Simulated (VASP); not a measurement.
The system is Hf.

```
Hf
1.0
     3.19670    0.00000    0.00000
    -1.59835    2.76842    0.00000
     0.00000    0.00000    5.05780
Hf
2
Direct
  0.66667 0.33333 0.75000
  0.33333 0.66667 0.25000
```

- Program: VASP 6.6.1
- Task: relaxation of cell and atoms
- Functional: PBEsol
- Dispersion: D3(BJ)
- Potentials or basis: VASP PAW PBE potentials, release 64 (Hf_pv)
- Cutoff: 600 eV
- k mesh: 10 × 10 × 5
- Occupations: fermi-dirac, width 0.05 eV
- Spin: no spin polarisation

At the start: pressure -8.0 GPa; volume 22.38 Å³/atom.

Question: How do energy, volume and symmetry change on relaxing?

Answer: Over 6 steps the energy falls by 42.8 meV/atom and the volume is 20.78 Å³/atom (-7.2 %); space group P6_3/mmc (No. 194, to 0.05 Å).

Step by step:
```tsv
step	energy change (eV)	largest force (eV/Å)	pressure (GPa)	volume (Å³)
1	0.0000	0.0000	-8.00	44.76
2	0.0513	0.0000	13.05	37.90
3	-0.0857	0.0000	-0.20	41.58
4	-0.0857	0.0000	-0.03	41.51
5	-0.0857	0.0000	0.16	41.45
6	-0.0857	0.0000	-0.07	41.56
```

Final structure:
```yaml
crystal:
  lattice:
    - [3.11942, 0.00000, 0.00000]
    - [-1.55971, 2.70149, 0.00000]
    - [0.00000, 0.00000, 4.93173]
  atoms:
    - { symbol: Hf, position: [0.66667, 0.33333, 0.75000] }
    - { symbol: Hf, position: [0.33333, 0.66667, 0.25000] }
```

Caveat: the PAW data sets were made with another functional, which shifts forces and pressure a little; pairwise dispersion overbinds metals, which lowers pressure and volume.
